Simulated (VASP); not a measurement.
A run of VASP 6.6.1 is set up as follows.

The input INCAR:

```
SYSTEM = HfN
PREC     = Accurate       ! precision mode
ENCUT    = 520            ! plane-wave cutoff, eV
EDIFF    = 1E-7           ! SCF threshold, eV
ISMEAR   = 0              ! smearing method
SIGMA    = 0.15           ! smearing width, eV
LREAL    = .FALSE.        ! projectors in reciprocal space
LASPH    = .TRUE.         ! aspherical terms in the spheres
NELM     = 60             ! most SCF steps
ALGO     = Normal         ! electronic algorithm
ISIF     = 2              ! what is computed and relaxed
LWAVE    = .FALSE.        ! write WAVECAR
LCHARG   = .FALSE.        ! write CHGCAR
GGA      = PS             ! functional
NBANDS   = 14             ! bands
```

The input KPOINTS:

```
Automatic mesh
0
G
  16 16 16
  0 0 0
```

File POSCAR:

```
HfN
1.0
    0.0000000000      2.4548220000      2.4548220000
    2.5407407700      0.0000000000      2.4548220000
    2.5407407700      2.4548220000      0.0000000000
Hf N
1 1
Direct
    0.0000000000      0.0000000000      0.0000000000
    0.7500000000      0.7500000000      0.7500000000
```

Potentials or basis: VASP PAW PBE potentials, release 64 (Hf_pv, N).

Launch:

```sh
$ cat potpaw_PBE.64/Hf_pv/POTCAR potpaw_PBE.64/N/POTCAR > POTCAR
$ mpirun -np 1 vasp_std > vasp.out
```

(1) Estimate the pressure.

Answers

(1) -11.8 GPa.

Caveat: the cell differs from its parent crystal (strain +0.0350 x Voigt [1, 0, 0, 0, 0, 0]); the PAW data sets were made with another functional, which shifts forces and pressure a little.
